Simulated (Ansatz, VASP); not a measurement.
**Ag in VASP and in Ansatz**

```
CELL_PARAMETERS angstrom
0.00000 2.04310 2.22187
2.04310 0.00000 2.22187
2.04310 2.04310 0.00000
ATOMIC_POSITIONS crystal
Ag 0.00000 0.00000 0.00000
```

Change from the starting cell: strain +0.0875 x Voigt [0, 0, 1, 0, 0, 0], atoms carried along.

Alike in both runs: task single point; functional r2SCAN; k mesh 20 × 20 × 20; occupations gaussian, width 0.15 eV; no spin polarisation.

|  | VASP | Ansatz |
| --- | --- | --- |
| version | VASP 6.6.1 | Ansatz 0.2.0 |
| potentials or method | VASP PAW PBE potentials, release 64 (Ag), cutoff 520 eV | scalar-relativistic, plane waves, PAW |
| valence electrons in the cell | 11 | 19 |

```tsv
	VASP	Ansatz	Ansatz less VASP
gap on the k mesh at the Fermi level (eV)	none	none	-
pressure (GPa)	-5.7	-5.8	-0.05
traceless stress, the component that is largest in VASP (GPa)	-2.06	-2.02	+0.034
```

VASP's potentials were made for PBE, not for r2SCAN. A gap of «none» marks a metal or a gap that the smearing closes. The functional is the same, so the differences come from potentials, cutoffs and numerics. VASP's potentials hold 11 valence electrons a cell and Ansatz's 19, so a difference there can come from the potentials and not from the codes.
